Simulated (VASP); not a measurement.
# BN (R3m) in VASP: further runs

BN is run at these levels: r2SCAN; tasks: single point.

Program: VASP 6.6.1. These are calculated values, not measurements. Logs are shortened: lines on timing, memory, paths and dates and some standing lists are left out, and cuts for length are marked.

### 1 The cell of the first run

It takes space group R3m (No. 160, trigonal). The conventional cell has a = 2.564 Å, b = 2.564 Å, c = 6.280 Å, α = 90.00°, β = 90.00°, γ = 120.00°. B (site symmetry 3m) has 4 N at 1.56 to 1.60 Å within 2.1 Å. N (site symmetry 3m) has 4 B at 1.56 to 1.60 Å within 2.1 Å.

### 2 Single point, r2SCAN

POSCAR

```
BN
1.0
    0.0000000000      1.8130010000      1.8130010000
    1.8130010000      0.0000000000      1.8130010000
    1.8130010000      1.8130010000      0.0000000000
B N
1 1
Direct
    0.0000000000      0.0000000000      0.0000000000
    0.7619418771      0.7460193743      0.7460193743
```

INCAR.step1

```
SYSTEM = BN
  ALGO = Normal
  EDIFF = 1E-5
  ENCUT = 1460
  GGA = PE
  GGA_COMPAT = .FALSE.
  ISMEAR = 0
  LASPH = .TRUE.
  LCHARG = .FALSE.
  LREAL = .FALSE.
  LWAVE = .TRUE.
  NBANDS = 11
  NELM = 120
  PREC = Accurate
  SIGMA = 0.05
```

INCAR.step2

```
SYSTEM = BN
  ALGO = Normal
  EDIFF = 1E-6
  ENCUT = 1460
  GGA_COMPAT = .FALSE.
  ISIF = 2
  ISMEAR = 0
  ISTART = 1
  LASPH = .TRUE.
  LCHARG = .FALSE.
  LMIXTAU = .TRUE.
  LREAL = .FALSE.
  LWAVE = .FALSE.
  METAGGA = R2SCAN
  NBANDS = 11
  NELM = 120
  PREC = Accurate
  SIGMA = 0.05
```

KPOINTS

```
k-points
0
G
  12 12 12
  0 0 0
```

Potentials or basis: VASP PAW PBE potentials, release 64 (B_h, N_h).

The run is started by

```sh
cat potpaw_PBE.64/B_h/POTCAR potpaw_PBE.64/N_h/POTCAR > POTCAR
cp INCAR.step1 INCAR
mpirun -np 1 vasp_std > vasp.out
cp INCAR.step2 INCAR
mpirun -np 1 vasp_std > vasp.out
```

OUTCAR:

```text
SYSTEM = BN
   EDIFF = 1E-6
   ENCUT = 1460
   ISIF = 2
   ISMEAR = 0
   ISTART = 1
   LASPH = .TRUE.
   LREAL = .FALSE.
   METAGGA = R2SCAN
   NELM = 120
   PREC = Accurate

 ion  position               nearest neighbor table
   1  0.000  0.000  0.000-
   2  0.762  0.746  0.746-

  LATTYP: Found a face centered cubic cell.
 ALAT       =     3.6260020000

  Lattice vectors:

 A1 = (   0.0000000000,   1.8130010000,   1.8130010000)
 A2 = (   1.8130010000,   0.0000000000,   1.8130010000)
 A3 = (   1.8130010000,   1.8130010000,   0.0000000000)

Analysis of symmetry for initial positions (statically):
=====================================================================
 Subroutine PRICEL returns:
 Original cell was already a primitive cell.

 Routine SETGRP: Setting up the symmetry group for a
 face centered cubic supercell.

 Subroutine GETGRP returns: Found  6 space group operations
 (whereof  6 operations were pure point group operations)
 out of a pool of 48 trial point group operations.

The static configuration has the point symmetry C_3v.

Analysis of symmetry for dynamics (positions and initial velocities):
=====================================================================
 Subroutine PRICEL returns:
 Original cell was already a primitive cell.

 Routine SETGRP: Setting up the symmetry group for a
 face centered cubic supercell.

 Subroutine GETGRP returns: Found  6 space group operations
 (whereof  6 operations were pure point group operations)
 out of a pool of 48 trial point group operations.

The dynamic configuration has the point symmetry C_3v.

 Subroutine INISYM returns: Found  6 space group operations
 (whereof  6 operations are pure point group operations),
 and found     1 'primitive' translations

----------------------------------------------------------------------------------------

                                     Primitive cell

  volume of cell :      11.9186

  direct lattice vectors                    reciprocal lattice vectors
     0.000000000  1.813001000  1.813001000    -0.275785838  0.275785838  0.275785838
     1.813001000  0.000000000  1.813001000     0.275785838 -0.275785838  0.275785838
     1.813001000  1.813001000  0.000000000     0.275785838  0.275785838 -0.275785838

  length of vectors
     2.563970603  2.563970603  2.563970603     0.477675083  0.477675083  0.477675083

  position of ions in fractional coordinates (direct lattice)
     0.000000000  0.000000000  0.000000000
     0.761941877  0.746019374  0.746019374

  ion indices of the primitive-cell ions
   primitive index   ion index
                 1           1
                 2           2

----------------------------------------------------------------------------------------

 KPOINTS: k-points

Automatic generation of k-mesh.
 Grid dimensions read from file:
 generate k-points for:   12   12   12

 Generating k-lattice:

  Cartesian coordinates                     Fractional coordinates (reciprocal lattice)
    -0.022982153  0.022982153  0.022982153     0.083333333  0.000000000  0.000000000
     0.022982153 -0.022982153  0.022982153     0.000000000  0.083333333  0.000000000
     0.022982153  0.022982153 -0.022982153     0.000000000  0.000000000  0.083333333

  Length of vectors
     0.039806257  0.039806257  0.039806257

  Shift w.r.t. Gamma in fractional coordinates (k-lattice)
     0.000000000  0.000000000  0.000000000

 Subroutine IBZKPT returns following result:
 ===========================================

 Found    189 irreducible k-points:

 Following reciprocal coordinates:
            Coordinates               Weight
  0.000000  0.000000  0.000000      1.000000
  0.083333  0.000000  0.000000      2.000000
  0.000000  0.083333  0.000000      6.000000
  0.166667  0.000000  0.000000      2.000000
  0.000000  0.166667  0.000000      6.000000
  0.250000  0.000000  0.000000      2.000000
[... 16 lines left out ...]
  0.083333  0.000000  0.333333      6.000000
  0.416667  0.083333  0.000000      6.000000
 [... further k-points ...]
   k-points           NKPTS =    189   k-points in BZ     NKDIM =    189   number of bands    NBANDS=     11
   number of dos      NEDOS =    301   number of ions     NIONS =      2
   total plane-waves  NPLWV =  32768
   dimension x,y,z NGX =    32 NGY =   32 NGZ =   32
   dimension x,y,z NGXF=    64 NGYF=   64 NGZF=   64
   ions per type =               1   1
   NGX,Y,Z   is equivalent  to a cutoff of  20.75, 20.75, 20.75 a.u.
   NGXF,Y,Z  is equivalent  to a cutoff of  41.50, 41.50, 41.50 a.u.
 SYSTEM =  BN
   PREC   = accura    normal or accurate (medium, high low for compatibility)
   ISTART =      1    job   : 0-new  1-cont  2-samecut
   ICHARG =      0    charge: 1-file 2-atom 10-const
   ISPIN  =      1    spin polarized calculation?
   LNONCOLLINEAR =      F non collinear calculations
   LSORBIT =      F    spin-orbit coupling
   LASPH  =      T    aspherical Exc in radial PAW
   ENCUT  = 1460.0 eV 107.31 Ry   10.36 a.u.   7.99  7.99  7.99*2*pi/ulx,y,z
   NELM   =    120;   NELMIN=  2; NELMDL=  0     # of ELM steps
   EDIFF  = 0.1E-05   stopping-criterion for ELM
   LREAL  =      F    real-space projection
   EDIFFG = 0.1E-04   stopping-criterion for IOM
   NSW    =      0    number of steps for IOM
   IBRION =     -1    ionic relax: 0-MD 1-quasi-New 2-CG
   NFREE  =      0    steps in history (QN), initial steepest desc. (CG)
   ISIF   =      2    stress and relaxation
   ISYM   =      2    0-nonsym 1-usesym 2-fastsym
   POTIM  = 0.5000    time-step for ionic-motion
   TEBEG  =    0.0;   TEEND  =   0.0 temperature during run
   PSTRESS=    0.0 pullay stress
   NELECT =       8.0000    total number of electrons
   NUPDOWN=      -1.0000    fix difference up-down
   EMIN   =  10.00;   EMAX   =-10.00  energy-range for DOS
   EFERMI =   0.00;   METHOD = LEGACY
   ISMEAR =     0;   SIGMA  =   0.05  broadening in eV -4-tet -1-fermi 0-gaus
   EFERMI_NEDOS =   21; number of points for ismear=-14 and -15
   IALGO  =     38    algorithm
   IMIX   =      4    mixing-type and parameters
     AMIX     =   0.40;   BMIX     =  1.00
     AMIX_MAG =   1.60;   BMIX_MAG =  1.00
  volume/ion in A,a.u.               =       5.96        40.22
  Fermi-wavevector in a.u.,A,eV,Ry     =   1.433387  2.708709 27.954506  2.054598
  Thomas-Fermi vector in A             =   2.552911
   LORBIT       =      0    0 simple, 1 ext, 2 COOP (PROOUT), +10 PAW based schemes
   METAGGA = R2SCAN    functional components
   LHFCALC =     F    Hartree Fock is set to
   AEXX    =    0.0000 exact exchange contribution
   IVDW    =     0    specifies the selected vdW correction
   LEPSILON=     F    determine dielectric tensor
   LRPA    =     F    only Hartree local field effects (RPA)
 non-spin polarized calculation
 Gauss-broadening in eV      SIGMA  =   0.05
  energy-cutoff  :     1460.00
  volume of cell :       11.92
 maximum number of plane-waves:      1540
   NGX = 15   NGY = 15   NGZ = 15

 number of electron       8.0000000 magnetization

 Free energy of the ion-electron system (eV)
  ---------------------------------------------------
  ext. energy  EPLUGINS =         0.00000000
  ---------------------------------------------------
  free energy    TOTEN  =       -19.19406899 eV

  energy without entropy =      -19.19406899  energy(sigma->0) =      -19.19406899

 E-fermi :   9.3873     XC(G=0): -13.7072

 val. band max:        9.0544737815   @ k =   0.0000   0.0000   0.0000
 cond. band min:      13.7718523884   @ k =   0.5000   0.5000   0.0000
 fundamental gap:      4.7173786068
 Fermi energy:         9.3872717618

 k-point     1 :       0.0000    0.0000    0.0000
  band No.  band energies     occupation
      1     -12.3818      2.00000
      2       8.6632      2.00000
      3       8.6632      2.00000
      4       9.0545      2.00000
      5      18.1056      0.00000
      6      18.4041      0.00000
      7      18.4041      0.00000
      8      19.7050      0.00000
      9      34.7503      0.00000
     10      37.3876      0.00000
     11      37.3876      0.00000

 k-point     2 :       0.0833    0.0000    0.0000
  band No.  band energies     occupation
      1     -12.2078      2.00000
      2       8.0685      2.00000
      3       8.4892      2.00000
      4       8.4892      2.00000
      5      18.4025      0.00000
      6      18.6695      0.00000
      7      18.6695      0.00000
      8      20.2450      0.00000
      9      34.5754      0.00000
     10      35.3869      0.00000
     11      35.3869      0.00000

 k-point     3 :       0.0000    0.0833    0.0000
  band No.  band energies     occupation
      1     -12.2084      2.00000
      2       7.7614      2.00000
      3       8.4765      2.00000
      4       8.8387      2.00000
      5      18.3402      0.00000
      6      18.6135      0.00000
      7      18.7080      0.00000
      8      20.3299      0.00000
      9      34.5677      0.00000
     10      35.2670      0.00000
     11      35.3169      0.00000

 k-point     4 :       0.1667    0.0000    0.0000
  band No.  band energies     occupation
      1     -11.6929      2.00000
      2       5.8318      2.00000
      3       8.0614      2.00000
      4       8.0614      2.00000
      5      18.7654      0.00000
      6      19.2836      0.00000
      7      19.2836      0.00000
      8      21.6361      0.00000
      9      33.8411      0.00000
     10      33.8411      0.00000
     11      34.0541      0.00000
[... 239 lines left out ...]
 k-point    22 :       0.0000    0.3333    0.0833
  band No.  band energies     occupation
      1     -10.0340      2.00000
      2       1.5012      2.00000
      3       6.7389      2.00000
      4       7.1382      2.00000
      5      18.8670      0.00000
      6      20.4128      0.00000
      7      20.9548      0.00000
      8      23.6980      0.00000
      9      30.9617      0.00000
     10      34.9616      0.00000
     11      35.8694      0.00000

 k-point    23 :       0.0833    0.0000    0.3333
  band No.  band energies     occupation
      1     -10.0351      2.00000
      2       1.4895      2.00000
      3       6.5646      2.00000
      4       7.3465      2.00000
      5      18.9024      0.00000
      6      19.9876      0.00000
      7      21.3011      0.00000
      8      23.8238      0.00000
      9      30.9404      0.00000
     10      34.9960      0.00000
     11      35.6136      0.00000

 k-point    24 :       0.4167    0.0833    0.0000
  band No.  band energies     occupation
      1      -8.9046      2.00000
      2      -0.5410      2.00000
      3       6.4422      2.00000
      4       6.5667      2.00000
      5      19.1702      0.00000
      6      20.3202      0.00000
      7      20.9138      0.00000
      8      24.5040      0.00000
      9      32.2130      0.00000
     10      35.4958      0.00000
     11      37.2072      0.00000

 [... further k-points ...]
[... 5 lines left out ...]
  --------------------------------------------------------------------------------------
  -------------------------------------------------------------------------------------
  Total       -0.4036533     -0.4036533     -0.4036533     -0.0073958      0.0073958     -0.0073958
  in kB      -54.2618996    -54.2618996    -54.2618996     -0.9941922      0.9941922     -0.9941922
  external PRESSURE =     -54.2618996 kB  Pullay stress =       0.0000000 kB

 VOLUME and BASIS-vectors are now :
 -----------------------------------------------------------------------------
  energy-cutoff  :     1460.00
  volume of cell :       11.92
      direct lattice vectors                 reciprocal lattice vectors
     0.000000000  1.813001000  1.813001000    -0.275785838  0.275785838  0.275785838
     1.813001000  0.000000000  1.813001000     0.275785838 -0.275785838  0.275785838
     1.813001000  1.813001000  0.000000000     0.275785838  0.275785838 -0.275785838

 POSITION                                       TOTAL-FORCE (eV/Angst)
 -----------------------------------------------------------------------------------
      0.00000      0.00000      0.00000        -0.322223      0.322223      0.322223
      2.70507      2.73394      2.73394         0.322223     -0.322223     -0.322223
 -----------------------------------------------------------------------------------
    total drift:                                0.000713     -0.000712     -0.000712

  FREE ENERGIE OF THE ION-ELECTRON SYSTEM (eV)
  ---------------------------------------------------
  free  energy   TOTEN  =       -19.1940689853 eV

  energy  without entropy=      -19.1940689853  energy(sigma->0) =      -19.19406899
```

Run time: 3.1 min. Hardware: 1 thread of Intel Xeon Platinum 8259CL at 2.50GHz (Skylake/Cascade Lake), shared host; peak memory 0.25 GiB.

Results:

```
Free energy            : -19.1941 eV
Pressure               : -5.4 GPa
Largest force          : 0.558 eV/Å
Band gap on the k mesh : 4.72 eV (least direct gap 9.05 eV)
```

Forces in eV/Å, atoms in the order of the input:
```
B   -0.322  0.322  0.322
N    0.322 -0.322 -0.322
```

Caveat: the cell differs from its parent crystal (all N atoms moved -0.025 Å, as atom 2 towards its neighbour atom 1 (B) at 1.570 Å); the cell stands under tension; the PAW data sets were made with another functional, which shifts forces and pressure a little. A k mesh can miss the band edges.

### 3 Single point, r2SCAN

Changes to POSCAR since step 2:

```diff
@@ -9,2 +9,2 @@
     0.0000000000      0.0000000000      0.0000000000
-    0.7619418771      0.7460193743      0.7460193743
+    0.7380581229      0.7539806257      0.7539806257
```

INCAR.step1

```
SYSTEM = BN
PREC = Accurate ; ENCUT = 1460
ISMEAR = 0 ; SIGMA = 0.05
LREAL = .False. ; LASPH = .True.
NELM = 120 ; NBANDS = 11
GGA = PE ; ALGO = Normal
EDIFF = 1E-5 ; LWAVE = .True.
LCHARG = .False. ; GGA_COMPAT = .False.
```

INCAR.step2

```
SYSTEM = BN
PREC = Accurate ; ENCUT = 1460
EDIFF = 1E-6 ; ISMEAR = 0
SIGMA = 0.05 ; LREAL = .False.
LASPH = .True. ; NELM = 120
ALGO = Normal ; ISIF = 2
LWAVE = .False. ; LCHARG = .False.
METAGGA = R2SCAN ; LMIXTAU = .True.
NBANDS = 11 ; ISTART = 1
GGA_COMPAT = .False.
```

KPOINTS

```
regular mesh
0
Gamma
  12 12 12
  0 0 0
```

Potentials or basis: VASP PAW PBE potentials, release 64 (B_h, N_h).

The run is started by

```sh
cat potpaw_PBE.64/B_h/POTCAR potpaw_PBE.64/N_h/POTCAR > POTCAR
cp INCAR.step1 INCAR
mpirun -np 1 vasp_std > vasp.out
cp INCAR.step2 INCAR
mpirun -np 1 vasp_std > vasp.out
```

Run time: 3.4 min. Hardware: 1 thread of Intel Xeon Platinum 8259CL at 2.50GHz (Skylake/Cascade Lake), shared host; peak memory 0.25 GiB.

Results (log left out):

```
Free energy            : -19.1935 eV
Pressure               : -5.4 GPa
Largest force          : 0.626 eV/Å
Band gap on the k mesh : 4.84 eV (least direct gap 9.27 eV)
```

Forces on the atoms (eV/Å):
```
B    0.362 -0.362 -0.362
N   -0.362  0.362  0.362
```

Stress tensor (GPa, compression positive):
```
-5.41 -0.16 -0.16
-0.16 -5.41  0.16
-0.16  0.16 -5.41
```

Levels at points of the mesh, in eV from the valence-band top:
| k point | band 1 | band 2 | band 3 | band 4 | band 5 | band 6 | band 7 | band 8 | band 9 |
| --- | --- | --- | --- | --- | --- | --- | --- | --- | --- |
| (0.00, 0.00, 0.00) | -21.31 | -0.41 | 0.00 | 0.00 | 9.27 | 9.27 | 9.59 | 10.78 | 25.82 |
| (0.50, 0.00, 0.00) | -17.07 | -11.20 | -2.07 | -2.07 | 10.54 | 11.39 | 11.39 | 16.32 | 24.37 |
| (0.00, 0.50, 0.00) | -17.06 | -11.10 | -2.33 | -1.96 | 10.49 | 10.94 | 11.65 | 16.13 | 24.68 |
| (0.50, 0.50, 0.00) | -15.66 | -9.39 | -5.24 | -5.11 | 4.84 | 9.62 | 18.88 | 19.15 | 21.89 |

Caveat: the cell differs from its parent crystal (all N atoms moved +0.025 Å, as atom 2 towards its neighbour atom 1 (B) at 1.570 Å); the cell stands under tension; the PAW data sets were made with another functional, which shifts forces and pressure a little.
